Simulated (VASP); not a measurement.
# Hg (P6_3/mmc) in VASP: notebook, part 2 of 2

VASP 6.6.1. The steps go on from the part before.

## (3) Single point, PBE+D3(BJ)

This run uses another cell than the first one, of the same volume but with other edges.

INCAR reads:

```
PREC = Accurate
ENCUT = 520
EDIFF = 1E-6
ISMEAR = 0
SIGMA = 0.15
LREAL = F
LASPH = T
NELM = 80
ALGO = Fast
ISIF = 2
LWAVE = F
LCHARG = F
GGA = PE
IVDW = 12
NBANDS = 19
```

KPOINTS reads:

```
Automatic mesh
0
Gamma
  18 18 10
```

POSCAR reads:

```
Hg
1.0
    3.5092375818      0.0000000000      0.0000000000
   -1.7546187909      3.0390888938      0.0000000000
    0.0000000000      0.0000000000      5.3402203359
Hg
2
Direct
    0.6666666667      0.3333333333      0.7500000000
    0.3333333333      0.6666666667      0.2500000000
```

Potentials or basis: VASP PAW PBE potentials, release 64 (Hg).

The run is started by

```
> cat potpaw_PBE.64/Hg/POTCAR > POTCAR
> mpirun -np 1 vasp_std > vasp.out
```

OUTCAR:

```text
PREC = Accurate
   ENCUT = 520
   EDIFF = 1E-6
   ISMEAR = 0
   LREAL = F
   LASPH = T
   NELM = 80
   ISIF = 2
   GGA = PE
   IVDW = 12
 IVDW          = 12

 ion  position               nearest neighbor table
   1  0.667  0.333  0.750-   2 3.35   2 3.35   2 3.35   2 3.35   2 3.35   2 3.35
   2  0.333  0.667  0.250-   1 3.35   1 3.35   1 3.35   1 3.35   1 3.35   1 3.35

  LATTYP: Found a hexagonal cell.
 ALAT       =     3.5092375818
 C/A-ratio  =     1.5217608416

  Lattice vectors:

 A1 = (   3.5092375818,   0.0000000000,   0.0000000000)
 A2 = (  -1.7546187909,   3.0390888938,   0.0000000000)
 A3 = (   0.0000000000,   0.0000000000,   5.3402203359)

Analysis of symmetry for initial positions (statically):
=====================================================================
 Subroutine PRICEL returns:
 Original cell was already a primitive cell.

 Routine SETGRP: Setting up the symmetry group for a
 hexagonal supercell.

 Subroutine GETGRP returns: Found 24 space group operations
 (whereof 12 operations were pure point group operations)
 out of a pool of 24 trial point group operations.

The static configuration has the point symmetry D_3d.
 The point group associated with its full space group is D_6h.

Analysis of symmetry for dynamics (positions and initial velocities):
=====================================================================
 Subroutine PRICEL returns:
 Original cell was already a primitive cell.

 Routine SETGRP: Setting up the symmetry group for a
 hexagonal supercell.

 Subroutine GETGRP returns: Found 24 space group operations
 (whereof 12 operations were pure point group operations)
 out of a pool of 24 trial point group operations.

The dynamic configuration has the point symmetry D_3d.
 The point group associated with its full space group is D_6h.

 Subroutine INISYM returns: Found 24 space group operations
 (whereof 12 operations are pure point group operations),
 and found     1 'primitive' translations

----------------------------------------------------------------------------------------

                                     Primitive cell

  volume of cell :      56.9528

  direct lattice vectors                    reciprocal lattice vectors
     3.509237582  0.000000000  0.000000000     0.284962182  0.164522993  0.000000000
    -1.754618791  3.039088894  0.000000000     0.000000000  0.329045985  0.000000000
     0.000000000  0.000000000  5.340220336     0.000000000  0.000000000  0.187258191

  length of vectors
     3.509237582  3.509237582  5.340220336     0.329045985  0.329045985  0.187258191

  position of ions in fractional coordinates (direct lattice)
     0.666666667  0.333333333  0.750000000
     0.333333333  0.666666667  0.250000000

  ion indices of the primitive-cell ions
   primitive index   ion index
                 1           1
                 2           2

----------------------------------------------------------------------------------------

 KPOINTS: Automatic mesh

Automatic generation of k-mesh.
 Grid dimensions read from file:
 generate k-points for:   18   18   10

 Generating k-lattice:

  Cartesian coordinates                     Fractional coordinates (reciprocal lattice)
     0.015831232  0.009140166  0.000000000     0.055555556  0.000000000  0.000000000
     0.000000000  0.018280333  0.000000000     0.000000000  0.055555556  0.000000000
     0.000000000  0.000000000  0.018725819     0.000000000  0.000000000  0.100000000

  Length of vectors
     0.018280333  0.018280333  0.018725819

  Shift w.r.t. Gamma in fractional coordinates (k-lattice)
     0.000000000  0.000000000  0.000000000

 Subroutine IBZKPT returns following result:
 ===========================================

 Found    222 irreducible k-points:

 Following reciprocal coordinates:
            Coordinates               Weight
  0.000000  0.000000  0.000000      1.000000
  0.055556  0.000000  0.000000      6.000000
  0.111111  0.000000  0.000000      6.000000
  0.166667 -0.000000  0.000000      6.000000
  0.222222 -0.000000  0.000000      6.000000
  0.277778 -0.000000  0.000000      6.000000
[... 16 lines left out ...]
  0.333333  0.111111  0.000000     12.000000
  0.388889  0.111111  0.000000     12.000000
 [... further k-points ...]
   k-points           NKPTS =    222   k-points in BZ     NKDIM =    222   number of bands    NBANDS=     19
   number of dos      NEDOS =    301   number of ions     NIONS =      2
   total plane-waves  NPLWV =  31360
   dimension x,y,z NGX =    28 NGY =   28 NGZ =   40
   dimension x,y,z NGXF=    56 NGYF=   56 NGZF=   80
   ions per type =               2
   NGX,Y,Z   is equivalent  to a cutoff of  13.26, 13.26, 12.45 a.u.
   NGXF,Y,Z  is equivalent  to a cutoff of  26.53, 26.53, 24.90 a.u.
 SYSTEM =  unknown system
   PREC   = accura    normal or accurate (medium, high low for compatibility)
   ISTART =      0    job   : 0-new  1-cont  2-samecut
   ICHARG =      2    charge: 1-file 2-atom 10-const
   ISPIN  =      1    spin polarized calculation?
   LNONCOLLINEAR =      F non collinear calculations
   LSORBIT =      F    spin-orbit coupling
   LASPH  =      T    aspherical Exc in radial PAW
   ENCUT  =  520.0 eV  38.22 Ry    6.18 a.u.   6.52  6.52  9.93*2*pi/ulx,y,z
   NELM   =     80;   NELMIN=  2; NELMDL= -5     # of ELM steps
   EDIFF  = 0.1E-05   stopping-criterion for ELM
   LREAL  =      F    real-space projection
   EDIFFG = 0.1E-04   stopping-criterion for IOM
   NSW    =      0    number of steps for IOM
   IBRION =     -1    ionic relax: 0-MD 1-quasi-New 2-CG
   NFREE  =      0    steps in history (QN), initial steepest desc. (CG)
   ISIF   =      2    stress and relaxation
   ISYM   =      2    0-nonsym 1-usesym 2-fastsym
   POTIM  = 0.5000    time-step for ionic-motion
   TEBEG  =    0.0;   TEEND  =   0.0 temperature during run
   PSTRESS=    0.0 pullay stress
   NELECT =      24.0000    total number of electrons
   NUPDOWN=      -1.0000    fix difference up-down
   EMIN   =  10.00;   EMAX   =-10.00  energy-range for DOS
   EFERMI =   0.00;   METHOD = LEGACY
   ISMEAR =     0;   SIGMA  =   0.15  broadening in eV -4-tet -1-fermi 0-gaus
   EFERMI_NEDOS =   21; number of points for ismear=-14 and -15
   IALGO  =     68    algorithm
   IMIX   =      4    mixing-type and parameters
     AMIX     =   0.40;   BMIX     =  1.00
     AMIX_MAG =   1.60;   BMIX_MAG =  1.00
  volume/ion in A,a.u.               =      28.48       192.17
  Fermi-wavevector in a.u.,A,eV,Ry     =   1.227364  2.319382 20.496128  1.506423
  Thomas-Fermi vector in A             =   2.362330
   LORBIT       =      0    0 simple, 1 ext, 2 COOP (PROOUT), +10 PAW based schemes
   GGA     = PE    functional components
   LHFCALC =     F    Hartree Fock is set to
   AEXX    =    0.0000 exact exchange contribution
   IVDW    =    12    specifies the selected vdW correction
   LEPSILON=     F    determine dielectric tensor
   LRPA    =     F    only Hartree local field effects (RPA)
 non-spin polarized calculation
 RMM-DIIS sequential band-by-band and
 Gauss-broadening in eV      SIGMA  =   0.15
  energy-cutoff  :      520.00
  volume of cell :       56.95
 maximum number of plane-waves:      1580
 NGX is ok and might be reduce to    28

 number of electron      24.0000004 magnetization

 Free energy of the ion-electron system (eV)
  ---------------------------------------------------
  ext. energy  EPLUGINS =         0.00000000
  ---------------------------------------------------
  free energy    TOTEN  =        -0.35756376 eV

  energy without entropy =       -0.35505735  energy(sigma->0) =       -0.35631056

 E-fermi :   1.0718     XC(G=0):  -9.8318

 val. band max:        1.0630198547   @ k =   0.2222   0.2222   0.0000
 cond. band min:       1.1466526754   @ k =   0.0556   0.0556   0.0000
 fundamental gap:      0.0836328207
 Fermi energy:         1.0717691958

 k-point     1 :       0.0000    0.0000    0.0000
  band No.  band energies     occupation
      1      -6.2417      2.00000
      2      -5.6356      2.00000
      3      -5.0065      2.00000
      4      -5.0065      2.00000
      5      -4.9309      2.00000
      6      -4.8976      2.00000
[... 11 lines left out ...]
     18      13.8129      0.00000
     19      14.4172      0.00000
[... 489 lines left out ...]
      3      -5.3812      2.00000
      4      -5.1419      2.00000
      5      -4.7840      2.00000
      6      -4.7337      2.00000
[... 11 lines left out ...]
     18      11.0486      0.00000
     19      12.4846      0.00000

 [... further k-points ...]

------------------------ aborting loop because EDIFF is reached ----------------------------------------

 Edisp (eV)   -0.73640

 E8    (eV) :    -0.3349

  FORCE on cell =-STRESS in cart. coord.  units (eV):
  Direction    XX          YY          ZZ          XY          YZ          ZX
  --------------------------------------------------------------------------------------
  -------------------------------------------------------------------------------------
  Total      -0.39776    -0.39776    -0.26762     0.00000     0.00000     0.00000
  in kB     -11.18970   -11.18970    -7.52863     0.00000     0.00000     0.00000
  external pressure =       -9.97 kB  Pullay stress =        0.00 kB

 VOLUME and BASIS-vectors are now :
 -----------------------------------------------------------------------------
  energy-cutoff  :      520.00
  volume of cell :       56.95
      direct lattice vectors                 reciprocal lattice vectors
     3.509237582  0.000000000  0.000000000     0.284962182  0.164522993  0.000000000
    -1.754618791  3.039088894  0.000000000     0.000000000  0.329045985  0.000000000
     0.000000000  0.000000000  5.340220336     0.000000000  0.000000000  0.187258191

 POSITION                                       TOTAL-FORCE (eV/Angst)
 -----------------------------------------------------------------------------------
      1.75462      1.01303      4.00517         0.000000     -0.000000      0.000000
     -0.00000      2.02606      1.33506        -0.000000      0.000000     -0.000000
 -----------------------------------------------------------------------------------
    total drift:                               -0.000000      0.000000     -0.000000

  FREE ENERGIE OF THE ION-ELECTRON SYSTEM (eV)
  ---------------------------------------------------
  free  energy   TOTEN  =        -1.0939653525 eV

  energy  without entropy=       -1.0914589440  energy(sigma->0) =       -1.09271215
```

OSZICAR:

```text
N       E                     dE             d eps       ncg     rms          rms(c)
DAV:   1     0.177492627174E+03    0.17749E+03   -0.12194E+04  8444   0.119E+03
DAV:   2     0.413080599122E+01   -0.17336E+03   -0.16487E+03  8799   0.307E+02
DAV:   3    -0.377243650894E+00   -0.45080E+01   -0.44917E+01  9714   0.540E+01
DAV:   4    -0.385461921551E+00   -0.82183E-02   -0.82173E-02  9099   0.230E+00
DAV:   5    -0.385476498175E+00   -0.14577E-04   -0.14577E-04  9226   0.908E-02    0.281E+00
RMM:   6    -0.358528603952E+00    0.26948E-01   -0.64853E-02  8493   0.208E+00    0.222E+00
RMM:   7    -0.357374487166E+00    0.11541E-02   -0.12879E-02  8716   0.749E-01    0.914E-01
RMM:   8    -0.357515698815E+00   -0.14121E-03   -0.16756E-03  8872   0.490E-01    0.504E-02
RMM:   9    -0.357551471387E+00   -0.35773E-04   -0.15249E-04  9210   0.101E-01    0.331E-02
RMM:  10    -0.357564115205E+00   -0.12644E-04   -0.40189E-05  8992   0.718E-02    0.776E-03
RMM:  11    -0.357563762957E+00    0.35225E-06   -0.21800E-06  6270   0.127E-02
   1 F= -.10939654E+01 E0= -.10927121E+01  d E =-.250641E-02
```

stdout:

```text
POSCAR found type information on POSCAR Hg
 POSCAR found :  1 types and       2 ions
 scaLAPACK will be used
 LDA part: xc-table for (Slater+PW92), standard interpolation
 POSCAR, INCAR and KPOINTS ok, starting setup
 FFT: planning ... GRIDC
 FFT: planning ... GRID_SOFT
 FFT: planning ... GRID
 WAVECAR not read
 entering main loop
```

Wall time 3 min (1 thread of Intel Xeon Platinum 8375C at 2.90GHz (Ice Lake), shared host); peak memory 0.33 GiB.

Results:

* Free energy: -1.0940 eV
* Pressure: -1.0 GPa
* Band gap on the k mesh: zero (bands 12 and 13 overlap by 0.19 eV)
* Dispersion energy per atom: -0.368 eV

Stress tensor (GPa, compression positive):
```
-1.12  0.00  0.00
 0.00 -1.12  0.00
 0.00  0.00 -0.75
```

Caveat: spin-orbit coupling is left out, which moves the levels of the heavy elements.
